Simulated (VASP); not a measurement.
A run of VASP 6.6.1:

Contents of INCAR:

```
SYSTEM = BeS
PREC = Accurate ; ENCUT = 600
EDIFF = 1E-6 ; ISMEAR = -1
SIGMA = 0.02 ; LREAL = .FALSE.
LASPH = .TRUE. ; NELM = 60
ALGO = Normal ; ISIF = 3
LWAVE = .FALSE. ; LCHARG = .FALSE.
GGA = CA ; IBRION = 2
NSW = 80 ; EDIFFG = -0.005
```

Contents of KPOINTS:

```
Automatic mesh
0
G
  12 12 4
  0 0 0
```

Contents of POSCAR:

```
BeS
1.0
    3.3004838062      0.0000000000      0.0000000000
   -1.6502419031      2.8583028210      0.0000000000
    0.0000000000      0.0000000000      5.2469311268
Be S
2 2
Direct
    0.0000000000      0.0000000000      0.0000000000
    0.0000000000      0.0000000000      0.5000000000
    0.3333333333      0.6666666667      0.2500000000
    0.6666666667      0.3333333333      0.7500000000
```

Potentials or basis: VASP PAW LDA potentials, release 64 (Be, S).

The run is started by

```bash
$ cat potpaw_LDA.64/Be/POTCAR potpaw_LDA.64/S/POTCAR > POTCAR
$ mpirun -np 1 vasp_std > vasp.out
```

Hardware: 1 thread of Intel Xeon 6975P-C, on a shared host.

Problem. How long does it take, and how much memory?

Solution. Run time: 50 s on 1 thread of Intel Xeon 6975P-C, on a shared host, peak memory 0.17 GiB. Counts: scf iterations 24, k points 57, ion steps 3.
